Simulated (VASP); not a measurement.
A run of VASP 6.6.1:

Contents of INCAR:

```
SYSTEM = Zr2PdO6
PREC = Accurate
ENCUT = 600
EDIFF = 1E-6
ISMEAR = 0
SIGMA = 0.1
LREAL = .FALSE.
LASPH = .TRUE.
NELM = 120
ALGO = Normal
ISIF = 2
LWAVE = .FALSE.
LCHARG = .FALSE.
GGA = PE
NBANDS = 49
GGA_COMPAT = .FALSE.
```

KPOINTS

```
regular mesh
0
G
  4 4 4
  0 0 0
```

POSCAR

```
Zr2PdO6
1.0
    0.0000000000      3.7193114200      3.7193114200
    3.7193114200      0.0000000000      3.7193114200
    3.7193114200      3.7193114200      0.0000000000
Zr Pd O
2 1 6
Direct
    0.2500000000      0.2500000000      0.2500000000
    0.7500000000      0.7500000000      0.7500000000
    0.0000000000      0.0000000000      0.0000000000
    0.7864571200      0.2135428800      0.2135428800
    0.2135428800      0.7864571200      0.7864571200
    0.2135428800      0.7864571200      0.2135428800
    0.7864571200      0.2135428800      0.7864571200
    0.2135428800      0.2135428800      0.7864571200
    0.7864571200      0.7864571200      0.2135428800
```

Potentials or basis: VASP PAW PBE potentials, release 64 (Zr_sv, Pd_sv_GW, O).

Run with:

```console
$ cat potpaw_PBE.64/Zr_sv/POTCAR potpaw_PBE.64/Pd_sv_GW/POTCAR potpaw_PBE.64/O/POTCAR > POTCAR
$ mpirun -np 1 vasp_std > vasp.out
```

Hardware: 1 thread of Intel(R) Xeon(R) 6975P-C (Granite Rapids), with other jobs on the host.

Q: How long does it take, and how much memory?

A: Run time: 52 s on 1 thread of Intel(R) Xeon(R) 6975P-C (Granite Rapids), with other jobs on the host, peak memory 0.28 GiB. Counts: scf iterations 16, k points 8.
